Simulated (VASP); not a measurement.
# HOs12 (a cell with a defect) in VASP: single point with PBE

Aim: the single point of HOs12 (a cell with a defect) with PBE.

Everything below comes from runs of VASP 6.6.1. Logs are shortened: lines on timing, memory, paths and dates and some standing lists are left out, and cuts for length are marked.

## Step 1: The cell of the first run

The cell holds a defect, 13 atoms: a = 5.480 Å, b = 8.220 Å, c = 4.326 Å, α = 90.00°, β = 90.00°, γ = 120.00°.

## Step 2: Single point, PBE

Input file INCAR:

```
PREC = Accurate
ENCUT = 520
EDIFF = 1E-6
ISMEAR = -1
SIGMA = 0.05
LREAL = F
LASPH = T
NELM = 100
ALGO = Normal
ISIF = 2
LWAVE = F
LCHARG = T
GGA = PE
LELF = T
LVHAR = T
NBANDS = 60
```

Input file KPOINTS:

```
Automatic mesh
0
Gamma
  2 2 3
```

Input file POSCAR:

```
HOs12
1.0
    5.4800000000      0.0000000000      0.0000000000
   -4.1100000000      7.1187290000      0.0000000000
    0.0000000000      0.0000000000      4.3264600000
Os H
12 1
Direct
   -0.0065070395     -0.0002851904     -0.0033911114
    0.1596181717      0.2221734102      0.5052780633
    0.0039077647      0.3390880088     -0.0003589016
    0.1670780777      0.5551367527      0.4974172462
    0.0002970610      0.6665806187      0.0048585284
    0.1620310972      0.8836359057      0.5085051057
    0.5067008019      0.0006381504     -0.0030849606
    0.6730178057      0.2230862619      0.5058085004
    0.5039433147      0.3390438931     -0.0063241250
    0.6659204067      0.5560624529      0.4971902731
    0.4992911575      0.6678397739      0.0051536810
    0.6626212696      0.8839006224      0.5029223446
    0.3332501113      0.1113501399      0.2512534556
```

Potentials or basis: VASP PAW PBE potentials, release 64 (Os, H).

Started as:

```console
> cat potpaw_PBE.64/Os/POTCAR potpaw_PBE.64/H/POTCAR > POTCAR
> mpirun -np 1 vasp_std > vasp.out
```

OUTCAR:

```text
PREC = Accurate
   ENCUT = 520
   EDIFF = 1E-6
   ISMEAR = -1
   LREAL = F
   LASPH = T
   NELM = 100
   ISIF = 2
   GGA = PE

 ion  position               nearest neighbor table
   1  0.993  1.000  0.997-  13 1.95   2 2.65  12 2.65   6 2.67   7 2.67  12 2.70   2 2.71  11 2.72
                             6 2.75   5 2.76   3 2.76   9 2.79   7 2.81
   2  0.160  0.222  0.505-  13 1.95   1 2.65   3 2.65   8 2.67   9 2.67   3 2.69   1 2.71   4 2.72
                             9 2.75  12 2.75  10 2.76   6 2.79   8 2.81
   3  0.004  0.339  1.000-   4 2.65   8 2.65   2 2.65   4 2.66   2 2.69   8 2.70   5 2.70  11 2.71
                             9 2.74   9 2.74   7 2.75   1 2.76
   4  0.167  0.555  0.497-   3 2.65  11 2.65   5 2.66   3 2.66  11 2.70   5 2.71  12 2.71   6 2.71
                             2 2.72   8 2.72  10 2.73  10 2.75
   5  0.000  0.667  0.005-   6 2.65   4 2.66  10 2.66   6 2.67   3 2.70   9 2.71   4 2.71  10 2.71
                            11 2.73  11 2.75   1 2.76   7 2.76
   6  0.162  0.884  0.509-  13 1.97   5 2.65   1 2.67   5 2.67   7 2.67  10 2.71   4 2.71  12 2.74
                            12 2.74   1 2.75   7 2.75   2 2.79   8 2.80
   7  0.507  0.001  0.997-  13 1.95   8 2.65  12 2.65   1 2.67   6 2.67  12 2.70   8 2.71  11 2.72
                             6 2.75   3 2.75   5 2.76   9 2.79   1 2.81
   8  0.673  0.223  0.506-  13 1.95   7 2.65   3 2.65   9 2.67   2 2.67   3 2.70   7 2.71   4 2.72
                             9 2.75  10 2.76  12 2.76   6 2.80   2 2.81
   9  0.504  0.339  0.994-  13 1.97  10 2.65   8 2.67  10 2.67   2 2.67   5 2.71  11 2.72   3 2.74
                             3 2.74   8 2.75   2 2.75   7 2.79   1 2.79
  10  0.666  0.556  0.497-   9 2.65  11 2.65   5 2.66   9 2.67  12 2.70   6 2.71   5 2.71  11 2.71
                             4 2.73   4 2.75   8 2.76   2 2.76
  11  0.499  0.668  0.005-  12 2.65   4 2.65  10 2.65  12 2.66   4 2.70   3 2.71  10 2.71   7 2.72
                             9 2.72   1 2.72   5 2.73   5 2.75
  12  0.663  0.884  0.503-  11 2.65   1 2.65   7 2.65  11 2.66   7 2.70   1 2.70  10 2.70   4 2.71
                             6 2.74   6 2.74   2 2.75   8 2.76
  13  0.333  0.111  0.251-   7 1.95   2 1.95   8 1.95   1 1.95   6 1.97   9 1.97

  LATTYP: Found a simple monoclinic cell.
 ALAT       =     5.4800000000
 B/A-ratio  =     0.7895000000
 C/A-ratio  =     1.3228756879
 COS(beta)  =    -0.1889822319

  Lattice vectors:

 A1 = (   5.4800000000,   0.0000000000,   0.0000000000)
 A2 = (   0.0000000000,   0.0000000000,   4.3264600000)
 A3 = (  -1.3700000000,  -7.1187290000,   0.0000000000)

Analysis of symmetry for initial positions (statically):
=====================================================================
 Subroutine PRICEL returns:
 Original cell was already a primitive cell.

[... 144 lines left out ...]
   IMIX   =      4    mixing-type and parameters
     AMIX     =   0.40;   BMIX     =  1.00
     AMIX_MAG =   1.60;   BMIX_MAG =  1.00
  volume/ion in A,a.u.               =      12.98        87.61
  Fermi-wavevector in a.u.,A,eV,Ry     =   1.361111  2.572127 25.206464  1.852623
  Thomas-Fermi vector in A             =   2.487715
   LORBIT       =      0    0 simple, 1 ext, 2 COOP (PROOUT), +10 PAW based schemes
   GGA     = PE    functional components
   LHFCALC =     F    Hartree Fock is set to
   AEXX    =    0.0000 exact exchange contribution
   IVDW    =     0    specifies the selected vdW correction
   LEPSILON=     F    determine dielectric tensor
   LRPA    =     F    only Hartree local field effects (RPA)
 non-spin polarized calculation
  energy-cutoff  :      520.00
  volume of cell :      168.78
 maximum number of plane-waves:      4560
 NGX is ok and might be reduce to    42
   NGX = 21   NGY = 31   NGZ = 17

 number of electron      97.0000000 magnetization

 Free energy of the ion-electron system (eV)
  ---------------------------------------------------
  ext. energy  EPLUGINS =         0.00000000
  ---------------------------------------------------
  free energy    TOTEN  =      -136.80806916 eV

  energy without entropy =     -136.72844673  energy(sigma->0) =     -136.76825795

 E-fermi :   9.5439     XC(G=0): -14.0655

 val. band max:        9.5338488048   @ k =   0.0000   0.0000   0.3333
 cond. band min:       9.5705303819   @ k =   0.5000   0.0000   0.3333
 fundamental gap:      0.0366815771
 Fermi energy:         9.5438593351

 k-point     1 :       0.0000    0.0000    0.0000
  band No.  band energies     occupation
      1      -2.1714      2.00000
      2       0.3070      2.00000
      3       1.6972      2.00000
      4       1.7720      2.00000
      5       2.1359      2.00000
      6       2.4306      2.00000
[... 493 lines left out ...]
     59      11.6115      0.00000
     60      11.6283      0.00000

------------------------ aborting loop because EDIFF is reached ----------------------------------------

  FORCE on cell =-STRESS in cart. coord.  units (eV):
  Direction    XX          YY          ZZ          XY          YZ          ZX
  --------------------------------------------------------------------------------------
  -------------------------------------------------------------------------------------
  Total        9.3362381     16.2336353     13.4161562     -1.1719463     -0.1454520     -0.0326628
  in kB       88.6271514    154.1028447    127.3570460    -11.1250658     -1.3807487     -0.3100616
  external PRESSURE =     123.3623474 kB  Pullay stress =       0.0000000 kB

 VOLUME and BASIS-vectors are now :
 -----------------------------------------------------------------------------
  energy-cutoff  :      520.00
  volume of cell :      168.78
      direct lattice vectors                 reciprocal lattice vectors
     5.480000000  0.000000000  0.000000000     0.182481752  0.105355886  0.000000000
    -4.110000000  7.118729000  0.000000000     0.000000000  0.140474514  0.000000000
     0.000000000  0.000000000  4.326460000     0.000000000  0.000000000  0.231135848

 POSITION                                       TOTAL-FORCE (eV/Angst)
 -----------------------------------------------------------------------------------
      1.33551      7.11670      4.31179        -0.023314     -0.016726     -0.026772
     -0.03843      1.58159      2.18607        -0.037443     -0.001861      0.039137
     -1.37224      2.41388      4.32491         0.017465     -0.020554      0.002224
     -1.36602      3.95187      2.15206        -0.010041      0.031308     -0.007606
     -2.73802      4.74521      0.02102         0.040854     -0.019072      0.001874
     -2.74381      6.29036      2.20003        -0.026825     -0.036192      0.046139
      2.77410      0.00454      4.31311         0.032276     -0.007976     -0.027048
      2.77125      1.58809      2.18836         0.010297      0.028561      0.019027
      1.36814      2.41356      4.29910         0.036739      0.045228     -0.039129
      1.36383      3.95846      2.15107        -0.045151      0.045518      0.016746
     -0.00871      4.75417      0.02230         0.014991     -0.054078     -0.006870
     -0.00167      6.29225      2.17587        -0.010176      0.004174     -0.018731
      1.36856      0.79267      1.08704         0.000326      0.001670      0.001009
 -----------------------------------------------------------------------------------
    total drift:                                0.000068     -0.000061     -0.000024

  FREE ENERGIE OF THE ION-ELECTRON SYSTEM (eV)
  ---------------------------------------------------
  free  energy   TOTEN  =      -136.8080691642 eV

  energy  without entropy=     -136.7284467335  energy(sigma->0) =     -136.76825795
```

Run time: 1.8 min. Hardware: 1 thread of Oxide Virtual Turin-like, shared host; peak memory 0.26 GiB.

What came out:

- Free energy: -136.8081 eV
- Pressure: 12.3 GPa
- Largest force: 0.070 eV/Å

Forces in eV/Å, atoms in the order of the input:
```
Os  -0.023 -0.017 -0.027
Os  -0.037 -0.002  0.039
Os   0.017 -0.021  0.002
Os  -0.010  0.031 -0.008
Os   0.041 -0.019  0.002
Os  -0.027 -0.036  0.046
Os   0.032 -0.008 -0.027
Os   0.010  0.029  0.019
Os   0.037  0.045 -0.039
Os  -0.045  0.046  0.017
Os   0.015 -0.054 -0.007
Os  -0.010  0.004 -0.019
H    0.000  0.002  0.001
```

Caveat: the k points lie up to 0.66 Å⁻¹ apart; spin-orbit coupling is left out, which moves the levels of the heavy elements.
